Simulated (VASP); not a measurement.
# EuSb (P6_3/mmc) in VASP: a series of runs

Runs on EuSb. Level: PBE+U. Tasks: single point.

Everything below comes from runs of VASP 6.6.1. Logs are shortened: lines on timing, memory, paths and dates and some standing lists are left out, and cuts for length are marked.

## 1. The cell of the first run

The structure is hexagonal, space group P6_3/mmc (No. 194). Conventional cell: a = 4.933 Å, b = 4.933 Å, c = 6.506 Å, α = 90.00°, β = 90.00°, γ = 120.00°. Within 4.4 Å of Eu (site symmetry -6m2) lie 6 Sb at 3.28 Å and 6 Eu at 4.32 Å. Within 4.3 Å of Sb (site symmetry -3m) lie 2 Sb at 3.25 Å and 6 Eu at 3.28 Å.

## 2. Single point, PBE+U, collinear spin (34.28 Å³/atom)

File INCAR:

```
SYSTEM = EuSb
PREC = Accurate
ENCUT = 520
EDIFF = 1E-7
ISMEAR = 0
SIGMA = 0.05
LREAL = .False.
LASPH = .True.
NELM = 150
ALGO = Normal
ISIF = 2
LWAVE = .False.
LCHARG = .False.
ISPIN = 2
MAGMOM = 7.58 7.58 -0.15 -0.15
LORBIT = 11
LMAXMIX = 6
LDAU = .True.
LDAUTYPE = 2
LDAUL = 3 -1
LDAUU = 6 0
LDAUJ = 0 0
LDAUPRINT = 1
GGA = PE
NBANDS = 34
```

File KPOINTS:

```
regular mesh
0
Gamma
  8 8 4
  0 0 0
```

File POSCAR:

```
EuSb
1.0
    4.9332352306      0.0000000000      0.0000000000
   -2.4666176153      4.2723070325      0.0000000000
    0.0000000000      0.0000000000      6.5059659202
Eu Sb
2 2
Direct
    0.3333333333      0.6666666667      0.2500000000
    0.6666666667      0.3333333333      0.7500000000
    0.0000000000      0.0000000000      0.0000000000
    0.0000000000      0.0000000000      0.5000000000
```

Potentials or basis: VASP PAW PBE potentials, release 64 (Eu, Sb).

The run is started by

```
> cat potpaw_PBE.64/Eu/POTCAR potpaw_PBE.64/Sb/POTCAR > POTCAR
> mpirun -np 1 vasp_std > vasp.out
```

OUTCAR:

```text
SYSTEM = EuSb
   PREC = Accurate
   ENCUT = 520
   EDIFF = 1E-7
   ISMEAR = 0
   LREAL = .False.
   LASPH = .True.
   NELM = 150
   ISIF = 2
   ISPIN = 2
   LORBIT = 11
   GGA = PE

 ion  position               nearest neighbor table
   1  0.333  0.667  0.250-   3 3.28   4 3.28   3 3.28   4 3.28   3 3.28   4 3.28
   2  0.667  0.333  0.750-   3 3.28   4 3.28   3 3.28   4 3.28   3 3.28   4 3.28
   3  0.000  0.000  0.000-   4 3.25   4 3.25   1 3.28   2 3.28   1 3.28   2 3.28   2 3.28   1 3.28

   4  0.000  0.000  0.500-   3 3.25   3 3.25   1 3.28   2 3.28   1 3.28   2 3.28   2 3.28   1 3.28

  LATTYP: Found a hexagonal cell.
 ALAT       =     4.9332352306
 C/A-ratio  =     1.3188031010

  Lattice vectors:

 A1 = (   4.9332352306,   0.0000000000,   0.0000000000)
 A2 = (  -2.4666176153,   4.2723070325,   0.0000000000)
 A3 = (   0.0000000000,   0.0000000000,   6.5059659202)

Analysis of symmetry for initial positions (statically):
=====================================================================
 Subroutine PRICEL returns:
 Original cell was already a primitive cell.

 Routine SETGRP: Setting up the symmetry group for a
 hexagonal supercell.

 Subroutine GETGRP returns: Found 24 space group operations
 (whereof 12 operations were pure point group operations)
 out of a pool of 24 trial point group operations.

The static configuration has the point symmetry D_3d.
 The point group associated with its full space group is D_6h.

Analysis of symmetry for dynamics (positions and initial velocities):
=====================================================================
 Subroutine PRICEL returns:
 Original cell was already a primitive cell.

 Routine SETGRP: Setting up the symmetry group for a
 hexagonal supercell.

 Subroutine GETGRP returns: Found 24 space group operations
 (whereof 12 operations were pure point group operations)
 out of a pool of 24 trial point group operations.

The dynamic configuration has the point symmetry D_3d.
 The point group associated with its full space group is D_6h.

Analysis of structural, dynamic, and magnetic symmetry:
=====================================================================
 Subroutine PRICEL returns:
 Original cell was already a primitive cell.

 Routine SETGRP: Setting up the symmetry group for a
 hexagonal supercell.

 Subroutine GETGRP returns: Found 24 space group operations
 (whereof 12 operations were pure point group operations)
 out of a pool of 24 trial point group operations.

The overall configuration has the point symmetry D_3d.
 The point group associated with its full space group is D_6h.

 Subroutine INISYM returns: Found 24 space group operations
 (whereof 12 operations are pure point group operations),
[... 182 lines left out ...]
  o =  0.9787  v =  0.0000  0.0000  0.0000 -0.0000 -0.0000  0.0000  1.0000  0.0000  0.0000  0.0000  0.0000  0.0000  0.0000  0.0000      0.0000  0.0000  0.0000  0.0000  0.0000  0.0000  0.0000  0.0000  0.0000  0.0000  0.0000  0.0000  0.0000  0.0000

atom =   2  type =  1  l = 3

 onsite density matrix

spin component  1

  0.9733  0.0000 -0.0000 -0.0000  0.0000  0.0000 -0.0000
  0.0000  0.9605  0.0000 -0.0000  0.0000 -0.0000  0.0000
 -0.0000  0.0000  0.9728 -0.0000 -0.0000 -0.0000  0.0000
 -0.0000 -0.0000 -0.0000  0.9732 -0.0000 -0.0000  0.0000
  0.0000  0.0000 -0.0000 -0.0000  0.9728  0.0000 -0.0000
  0.0000 -0.0000 -0.0000 -0.0000  0.0000  0.9605 -0.0000
 -0.0000  0.0000  0.0000  0.0000 -0.0000 -0.0000  0.9787

spin component  2

  0.0007 -0.0000 -0.0000  0.0000 -0.0000 -0.0000  0.0000
 -0.0000  0.0014 -0.0000  0.0000 -0.0000  0.0000 -0.0000
 -0.0000 -0.0000  0.0005  0.0000  0.0000  0.0000  0.0000
  0.0000  0.0000  0.0000  0.0007 -0.0000 -0.0000 -0.0000
 -0.0000 -0.0000  0.0000 -0.0000  0.0005  0.0000 -0.0000
 -0.0000  0.0000  0.0000 -0.0000  0.0000  0.0014 -0.0000
  0.0000 -0.0000  0.0000 -0.0000 -0.0000 -0.0000  0.0008

 occupancies and eigenvectors

  o =  0.0005  v =  0.0000  0.0000  0.0000  0.0000  0.0000  0.0000  0.0000 -0.0000 -0.0000 -1.0000  0.0000  0.0011  0.0000  0.0000      0.0000  0.0000  0.0000  0.0000  0.0000  0.0000  0.0000  0.0000  0.0000  0.0000  0.0000  0.0000  0.0000  0.0000
  o =  0.0005  v =  0.0000  0.0000  0.0000  0.0000  0.0000  0.0000  0.0000 -0.0000  0.0000 -0.0011 -0.0000 -1.0000 -0.0000 -0.0000      0.0000  0.0000  0.0000  0.0000  0.0000  0.0000  0.0000  0.0000  0.0000  0.0000  0.0000  0.0000  0.0000  0.0000
  o =  0.0007  v =  0.0000  0.0000  0.0000  0.0000  0.0000  0.0000  0.0000  0.0000 -0.0000 -0.0000 -1.0000  0.0000 -0.0000 -0.0000      0.0000  0.0000  0.0000  0.0000  0.0000  0.0000  0.0000  0.0000  0.0000  0.0000  0.0000  0.0000  0.0000  0.0000
  o =  0.0007  v =  0.0000  0.0000  0.0000  0.0000  0.0000  0.0000  0.0000  1.0000  0.0000 -0.0000  0.0000 -0.0000  0.0000 -0.0000      0.0000  0.0000  0.0000  0.0000  0.0000  0.0000  0.0000  0.0000  0.0000  0.0000  0.0000  0.0000  0.0000  0.0000
  o =  0.0008  v =  0.0000  0.0000  0.0000  0.0000  0.0000  0.0000  0.0000  0.0000  0.0000  0.0000 -0.0000 -0.0000  0.0000  1.0000      0.0000  0.0000  0.0000  0.0000  0.0000  0.0000  0.0000  0.0000  0.0000  0.0000  0.0000  0.0000  0.0000  0.0000
  o =  0.0014  v =  0.0000  0.0000  0.0000  0.0000  0.0000  0.0000  0.0000 -0.0000  1.0000 -0.0000  0.0000  0.0000 -0.0040 -0.0000      0.0000  0.0000  0.0000  0.0000  0.0000  0.0000  0.0000  0.0000  0.0000  0.0000  0.0000  0.0000  0.0000  0.0000
  o =  0.0014  v =  0.0000  0.0000  0.0000  0.0000  0.0000  0.0000  0.0000  0.0000 -0.0040 -0.0000  0.0000  0.0000 -1.0000 -0.0000      0.0000  0.0000  0.0000  0.0000  0.0000  0.0000  0.0000  0.0000  0.0000  0.0000  0.0000  0.0000  0.0000  0.0000
  o =  0.9605  v = -0.0000 -0.0551  0.0000  0.0000  0.0000  0.9985 -0.0000  0.0000  0.0000  0.0000  0.0000  0.0000  0.0000  0.0000      0.0000  0.0000  0.0000  0.0000  0.0000  0.0000  0.0000  0.0000  0.0000  0.0000  0.0000  0.0000  0.0000  0.0000
  o =  0.9605  v =  0.0000 -0.9985  0.0000 -0.0000  0.0000 -0.0551  0.0000  0.0000  0.0000  0.0000  0.0000  0.0000  0.0000  0.0000      0.0000  0.0000  0.0000  0.0000  0.0000  0.0000  0.0000  0.0000  0.0000  0.0000  0.0000  0.0000  0.0000  0.0000
  o =  0.9728  v = -0.0000 -0.0000 -1.0000 -0.0000 -0.0000  0.0000 -0.0000  0.0000  0.0000  0.0000  0.0000  0.0000  0.0000  0.0000      0.0000  0.0000  0.0000  0.0000  0.0000  0.0000  0.0000  0.0000  0.0000  0.0000  0.0000  0.0000  0.0000  0.0000
  o =  0.9728  v =  0.0000 -0.0000  0.0000 -0.0000 -1.0000  0.0000 -0.0000  0.0000  0.0000  0.0000  0.0000  0.0000  0.0000  0.0000      0.0000  0.0000  0.0000  0.0000  0.0000  0.0000  0.0000  0.0000  0.0000  0.0000  0.0000  0.0000  0.0000  0.0000
  o =  0.9732  v = -0.0000 -0.0000  0.0000 -1.0000  0.0000  0.0000 -0.0000  0.0000  0.0000  0.0000  0.0000  0.0000  0.0000  0.0000      0.0000  0.0000  0.0000  0.0000  0.0000  0.0000  0.0000  0.0000  0.0000  0.0000  0.0000  0.0000  0.0000  0.0000
  o =  0.9733  v =  1.0000  0.0000 -0.0000 -0.0000  0.0000  0.0000 -0.0000  0.0000  0.0000  0.0000  0.0000  0.0000  0.0000  0.0000      0.0000  0.0000  0.0000  0.0000  0.0000  0.0000  0.0000  0.0000  0.0000  0.0000  0.0000  0.0000  0.0000  0.0000
  o =  0.9787  v =  0.0000  0.0000 -0.0000 -0.0000 -0.0000  0.0000  1.0000  0.0000  0.0000  0.0000  0.0000  0.0000  0.0000  0.0000      0.0000  0.0000  0.0000  0.0000  0.0000  0.0000  0.0000  0.0000  0.0000  0.0000  0.0000  0.0000  0.0000  0.0000

 number of electron      44.0000007 magnetization      13.6209784

 Free energy of the ion-electron system (eV)
  ---------------------------------------------------
  ext. energy  EPLUGINS =         0.00000000
  ---------------------------------------------------
  free energy    TOTEN  =       -33.43875196 eV

  energy without entropy =      -33.43323337  energy(sigma->0) =      -33.43599267

 E-fermi :   3.4080     XC(G=0):  -9.1561

 val. band max:        3.4043778612   @ k =   0.1250   0.0000   0.2500
 cond. band min:       3.4125212880   @ k =   0.2500   0.1250   0.5000
 fundamental gap:      0.0081434268
 Fermi energy:         3.4080182102

 spin component 1

 k-point     1 :       0.0000    0.0000    0.0000
  band No.  band energies     occupation
      1     -36.3189      1.00000
      2     -36.3100      1.00000
      3     -15.3458      1.00000
      4     -15.2758      1.00000
      5     -15.2758      1.00000
      6     -15.2460      1.00000
[... 1769 lines left out ...]
     33      12.7971      0.00000
     34      12.8429      0.00000

 [... further k-points ...]

------------------------ aborting loop because EDIFF is reached ----------------------------------------

  FORCE on cell =-STRESS in cart. coord.  units (eV):
  Direction    XX          YY          ZZ          XY          YZ          ZX
  --------------------------------------------------------------------------------------
  -------------------------------------------------------------------------------------
  Total        1.8400226      1.8400226      2.1356105      0.0000000      0.0000000     -0.0000000
  in kB       21.4994655     21.4994655     24.9532181      0.0000000      0.0000000     -0.0000000
  external PRESSURE =      22.6507164 kB  Pullay stress =       0.0000000 kB

 VOLUME and BASIS-vectors are now :
 -----------------------------------------------------------------------------
  energy-cutoff  :      520.00
  volume of cell :      137.12
      direct lattice vectors                 reciprocal lattice vectors
     4.933235231  0.000000000  0.000000000     0.202706734  0.117032787  0.000000000
    -2.466617615  4.272307032  0.000000000     0.000000000  0.234065574  0.000000000
     0.000000000  0.000000000  6.505965920     0.000000000  0.000000000  0.153705078

 POSITION                                       TOTAL-FORCE (eV/Angst)
 -----------------------------------------------------------------------------------
     -0.00000      2.84820      1.62649         0.000000      0.000000      0.000000
      2.46662      1.42410      4.87947         0.000000     -0.000000      0.000000
      0.00000      0.00000      0.00000        -0.000000      0.000000      0.000000
      0.00000      0.00000      3.25298        -0.000000      0.000000      0.000000
 -----------------------------------------------------------------------------------
    total drift:                               -0.000000      0.000000     -0.000000

  FREE ENERGIE OF THE ION-ELECTRON SYSTEM (eV)
  ---------------------------------------------------
  free  energy   TOTEN  =       -33.4387519581 eV

  energy  without entropy=      -33.4332333743  energy(sigma->0) =      -33.43599267

 total charge

# of ion       s       p       d       f       tot
--------------------------------------------------
    1        2.036   5.773   0.275   6.790  14.875
    2        2.036   5.773   0.275   6.790  14.875
    3        1.144   1.345   0.014   0.000   2.503
    4        1.144   1.345   0.014   0.000   2.503
--------------------------------------------------
tot          6.360  14.238   0.578  13.581  34.756

 magnetization (x)

# of ion       s       p       d       f       tot
--------------------------------------------------
    1       -0.014  -0.118   0.038   6.779   6.685
    2       -0.014  -0.118   0.038   6.779   6.685
    3       -0.012  -0.083   0.000   0.000  -0.095
    4       -0.012  -0.083   0.000   0.000  -0.095
--------------------------------------------------
tot         -0.050  -0.402   0.075  13.558  13.181
```

Wall time 13 min (1 thread of Intel Xeon 8259CL, shared host); peak memory 0.48 GiB.

What came out:

* Free energy: -33.4388 eV
* Pressure: 2.3 GPa
* Net moment: 13.62 μB per cell
* Site moments: Eu +6.68; Sb -0.10 μB
* Valence electrons inside the program's atomic spheres: Eu 14.88; Sb 2.50

Stress tensor (GPa, compression positive):
```
2.15 0.00 0.00
0.00 2.15 0.00
0.00 0.00 2.50
```

Levels at points of the mesh, in eV from the Fermi level:
Spin up:
```csv
k point,band 26,band 27,band 28,band 29,band 30,band 31,band 32,band 33
"(0.00, 0.00, 0.00)",-0.74,-0.74,0.73,0.73,1.50,2.44,2.44,2.51
"(0.50, 0.00, 0.00)",-0.73,-0.49,-0.45,-0.44,0.75,3.13,3.42,3.90
"(0.00, 0.00, 0.50)",-0.42,-0.42,-0.42,-0.12,-0.12,2.80,2.80,3.71
"(0.50, 0.00, 0.50)",-0.76,-0.40,-0.40,-0.03,-0.03,2.27,2.27,3.65
```
Spin down:
```csv
k point,band 11,band 12,band 13,band 14,band 15,band 16,band 17,band 18,band 19,band 20
"(0.00, 0.00, 0.00)",-3.62,-1.25,-1.25,0.40,0.40,1.71,2.90,2.90,3.09,3.09
"(0.50, 0.00, 0.00)",-3.15,-2.54,-0.76,-0.53,-0.46,1.14,3.59,3.98,3.99,4.35
"(0.00, 0.00, 0.50)",-0.70,-0.70,-0.70,-0.70,-0.37,-0.37,3.04,3.04,4.26,4.26
"(0.50, 0.00, 0.50)",-1.85,-1.85,-0.62,-0.62,-0.16,-0.16,2.53,2.53,4.37,4.37
```

Eigenvalues of the final occupation matrices:
```csv
site,spin,trace,eigenvalues
site 1 f,1,6.79,0.96 0.96 0.97 0.97 0.97 0.97 0.98
site 1 f,2,0.01,0.00 0.00 0.00 0.00 0.00 0.00 0.00
site 2 f,1,6.79,0.96 0.96 0.97 0.97 0.97 0.97 0.98
site 2 f,2,0.01,0.00 0.00 0.00 0.00 0.00 0.00 0.00
```

Caveat: spin-orbit coupling is left out, which moves the levels of the heavy elements.

## 3. Single point, PBE+U, collinear spin (34.82 Å³/atom)

This run uses another cell than the first one, of 34.82 Å³/atom.

File INCAR:

```
ALGO = Normal
EDIFF = 1E-6
ENCUT = 520
GGA = PE
ISIF = 2
ISMEAR = 0
ISPIN = 2
LASPH = T
LCHARG = T
LDAU = T
LDAUJ = 0 0
LDAUL = 3 -1
LDAUPRINT = 1
LDAUTYPE = 2
LDAUU = 6 0
LELF = T
LMAXMIX = 6
LORBIT = 11
LREAL = F
LVHAR = T
LWAVE = F
MAGMOM = 7.58 7.58 -0.15 -0.15
NBANDS = 34
NELM = 150
PREC = Accurate
SIGMA = 0.05
```

File KPOINTS:

```
k-points
0
Gamma
  8 8 4
```

File POSCAR:

```
EuSb
1.0
    4.9592001048      0.0000000000      0.0000000000
   -2.4796000524      4.2947932732      0.0000000000
    0.0000000000      0.0000000000      6.5402084768
Eu Sb
2 2
Direct
    0.3333333333      0.6666666667      0.2500000000
    0.6666666667      0.3333333333      0.7500000000
    0.0000000000      0.0000000000      0.0000000000
    0.0000000000      0.0000000000      0.5000000000
```

Potentials or basis: VASP PAW PBE potentials, release 64 (Eu, Sb).

The run is started by

```
> cat potpaw_PBE.64/Eu/POTCAR potpaw_PBE.64/Sb/POTCAR > POTCAR
> mpirun -np 1 vasp_std > vasp.out
```

It took 13 min on 1 thread of Intel Xeon 8259CL, shared host; peak memory 0.48 GiB.

It converged, with:

```
Free energy                                           : -33.4657 eV
Pressure                                              : 1.6 GPa
Net moment                                            : 13.63 μB per cell
Site moments                                          : Eu +6.69; Sb -0.09 μB
Valence electrons inside the program's atomic spheres : Eu 14.87; Sb 2.50
```

Stress tensor (GPa, compression positive):
```
1.52 0.00 0.00
0.00 1.52 0.00
0.00 0.00 1.81
```

Levels at points of the mesh, in eV from the Fermi level:
Spin up:
| k point | band 25 | band 26 | band 27 | band 28 | band 29 | band 30 | band 31 | band 32 | band 33 | band 34 |
| --- | --- | --- | --- | --- | --- | --- | --- | --- | --- | --- |
| (0.00, 0.00, 0.00) | -0.76 | -0.75 | -0.75 | 0.72 | 0.72 | 1.48 | 2.46 | 2.46 | 2.51 | 2.51 |
| (0.50, 0.00, 0.00) | -0.75 | -0.74 | -0.48 | -0.45 | -0.45 | 0.78 | 3.09 | 3.41 | 3.85 | 3.86 |
| (0.00, 0.00, 0.50) | -0.42 | -0.42 | -0.42 | -0.42 | -0.13 | -0.13 | 2.75 | 2.75 | 3.69 | 3.69 |
| (0.50, 0.00, 0.50) | -0.77 | -0.77 | -0.41 | -0.41 | -0.03 | -0.03 | 2.26 | 2.26 | 3.63 | 3.69 |
Spin down:
```csv
k point,band 11,band 12,band 13,band 14,band 15,band 16,band 17,band 18,band 19,band 20
"(0.00, 0.00, 0.00)",-3.55,-1.22,-1.22,0.40,0.40,1.69,2.91,2.91,3.09,3.09
"(0.50, 0.00, 0.00)",-3.10,-2.51,-0.75,-0.51,-0.46,1.17,3.55,3.92,3.98,4.32
"(0.00, 0.00, 0.50)",-0.68,-0.68,-0.68,-0.68,-0.37,-0.37,3.00,3.00,4.24,4.24
"(0.50, 0.00, 0.50)",-1.83,-1.83,-0.61,-0.61,-0.16,-0.16,2.53,2.53,4.36,4.36
```

Eigenvalues of the final occupation matrices:
| site | spin | trace | eigenvalues |
| --- | --- | --- | --- |
| site 1 f | 1 | 6.80 | 0.96 0.96 0.97 0.97 0.97 0.97 0.98 |
| site 1 f | 2 | 0.01 | 0.00 0.00 0.00 0.00 0.00 0.00 0.00 |
| site 2 f | 1 | 6.80 | 0.96 0.96 0.97 0.97 0.97 0.97 0.98 |
| site 2 f | 2 | 0.01 | 0.00 0.00 0.00 0.00 0.00 0.00 0.00 |

Caveat: spin-orbit coupling is left out, which moves the levels of the heavy elements.
